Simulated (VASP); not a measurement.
## FeGe: single point with PBE

FeGe:

```
Fe Ge
1.0
     4.64202    0.00000    0.00000
     0.00000    4.64202    0.00000
     0.00000    0.00000    4.64202
Fe Ge
4 4
Direct
  0.13291 0.13291 0.13291
  0.36709 0.86709 0.63291
  0.63291 0.36709 0.86709
  0.86709 0.63291 0.36709
  0.83808 0.83808 0.83808
  0.66192 0.16192 0.33808
  0.33808 0.66192 0.16192
  0.16192 0.33808 0.66192
```

- Program: VASP 6.6.1
- Task: single point
- Functional: PBE
- Potentials or basis: VASP PAW PBE potentials, release 64 (Fe, Ge_d)
- Cutoff: 520 eV
- k mesh: 8 × 8 × 8
- Occupations: gaussian, width 0.05 eV
- Spin: no spin polarisation

The pressure is 0.2 GPa and the largest force is 0.029 eV/Å. The band gap on the k mesh is 0.11 eV (least direct gap 0.14 eV).

Forces on the atoms (eV/Å):
```
Fe   0.016  0.016  0.016
Fe  -0.016 -0.016  0.016
Fe   0.016 -0.016 -0.016
Fe  -0.016  0.016 -0.016
Ge   0.001  0.001  0.001
Ge  -0.001 -0.001  0.001
Ge   0.001 -0.001 -0.001
Ge  -0.001  0.001 -0.001
```

Levels at points of the mesh, in eV from the valence-band top:
| k point | band 42 | band 43 | band 44 | band 45 | band 46 | band 47 |
| --- | --- | --- | --- | --- | --- | --- |
| (0.00, 0.00, 0.00) | -0.22 | -0.05 | -0.05 | 0.46 | 0.46 | 0.46 |
| (0.50, 0.00, 0.00) | -0.31 | -0.01 | -0.01 | 0.14 | 0.14 | 1.49 |
| (0.50, 0.50, 0.00) | -0.87 | -0.29 | -0.29 | 0.54 | 0.54 | 0.95 |
| (0.50, 0.50, 0.50) | -0.50 | -0.50 | -0.50 | 0.37 | 0.37 | 0.37 |

Run time: 88 s on 1 thread of Intel(R) Xeon(R) 6975P-C (Granite Rapids), on a shared host, peak memory 0.32 GiB.

A k mesh can miss the band edges. Spin polarisation is off, so any magnetic state and its effect on volume and gap are missing.
